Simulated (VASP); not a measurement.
Wanted: the native input for a VASP 6.6.1 run.

| Property | Result |
| --- | --- |
| Task | relaxation of cell and atoms |
| Functional | PBE |
| Potentials or basis | VASP PAW PBE potentials, release 64 (Al) |
| Cutoff | 600 eV |
| k mesh | 12 × 12 × 12 |
| Occupations | fermi-dirac, width 0.05 eV |
| Spin | no spin polarisation |
| Target pressure | 2.6 GPa |
| Dipole correction | no |
| Further INCAR settings | ALGO = Normal; EDIFF = 1e-06; IBRION = 2; EDIFFG = -0.005; NSW = 60; ISIF = 3 |

The structure of Al lies in POSCAR:

```
Al
1.0
    0.0000000000      2.7019078605      2.7019078605
    2.7019078605      0.0000000000      2.7019078605
    2.7019078605      2.7019078605      0.0000000000
Al
2
Direct
   -0.1250000000     -0.1250000000     -0.1250000000
    0.1250000000      0.1250000000      0.1250000000
```

These files were run (other wordings do the same):

INCAR

```
SYSTEM = Al
PREC = Accurate ; ENCUT = 600
EDIFF = 1E-6 ; ISMEAR = -1
SIGMA = 0.05 ; LREAL = .False.
LASPH = .True. ; NELM = 100
ALGO = Normal ; ISIF = 3
LWAVE = .False. ; LCHARG = .False.
GGA = PE ; IBRION = 2
NSW = 60 ; EDIFFG = -0.005
PSTRESS = 26.0
```

KPOINTS

```
regular mesh
0
Gamma
  12 12 12
  0 0 0
```

Potentials or basis: VASP PAW PBE potentials, release 64 (Al).

Launch:

```bash
$ cat potpaw_PBE.64/Al/POTCAR > POTCAR
$ mpirun -np 1 vasp_std > vasp.out
```

Results of the run:

```json
{"Relaxed volume": "26.02 Å³/atom", "Relaxed cell": "a = 4.191 Å, b = 4.191 Å, c = 4.191 Å, α = 60.00°, β = 60.00°, γ = 60.00°", "Space group after relaxing (to 0.05 Å)": "Fd-3m (No. 227)", "Energy change on relaxing (the enthalpy is what falls)": "-451.2 meV/atom", "Ionic steps": "5", "Pressure after relaxing": "2.6 GPa", "Band gap on the k mesh": "zero (band 3 reaches 5.39 eV, above the bottom of band 4 at 1.68 eV)"}
```

Caveat: the cell is relaxed towards a set pressure, so the enthalpy falls and the energy may rise; the volume moved by over 15 % at a fixed basis, so the end points are rough.

Run time: 25 s on 1 thread of AMD EPYC 9R45 96-Core Processor (Zen 5) (shared host), peak memory 0.15 GiB.
